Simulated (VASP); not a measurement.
Write the native input for VASP 6.6.1 that does the following.

| Property | Result |
| --- | --- |
| Task | single point |
| Functional | PBE |
| Potentials or basis | VASP PAW PBE potentials, release 64 (Ge_d) |
| Cutoff | 500 eV |
| k mesh | 6 × 6 × 6 |
| Occupations | gaussian, width 0.01 eV |
| Spin | no spin polarisation |
| Dipole correction | no |
| Further INCAR settings | ALGO = Normal; EDIFF = 1e-06; NBANDS = 21 |

The structure of Ge lies in POSCAR:

```
Ge
1.0
    0.0000000000      2.7776967199      2.7776967199
    2.7776967199      0.0000000000      2.7776967199
    2.7776967199      2.7776967199      0.0000000000
Ge
2
Direct
    0.0000000000      0.0000000000      0.0000000000
    0.2500000000      0.2500000000      0.2500000000
```

These files were run (other wordings do the same):

INCAR

```
SYSTEM = Ge
  PREC = Accurate
  ENCUT = 500
  EDIFF = 1E-6
  ISMEAR = 0
  SIGMA = 0.01
  LREAL = .False.
  LASPH = .True.
  NELM = 120
  ALGO = Normal
  ISIF = 2
  LWAVE = .False.
  LCHARG = .False.
  GGA = PE
  NBANDS = 21
  GGA_COMPAT = .False.
```

KPOINTS

```
regular mesh
0
Gamma
  6 6 6
  0 0 0
```

Potentials or basis: VASP PAW PBE potentials, release 64 (Ge_d).

Command:

```bash
$ cat potpaw_PBE.64/Ge_d/POTCAR > POTCAR
$ mpirun -np 1 vasp_std > vasp.out
```

It gave:

* Pressure: 8.1 GPa
* Band gap on the k mesh: 0.36 eV (least direct gap 0.55 eV)

Caveat: the cell stands under pressure.

Wall time 14 s on 1 thread of Intel(R) Xeon(R) Platinum 8259CL CPU @ 2.50GHz (Skylake/Cascade Lake) (shared host), peak memory 0.16 GiB.
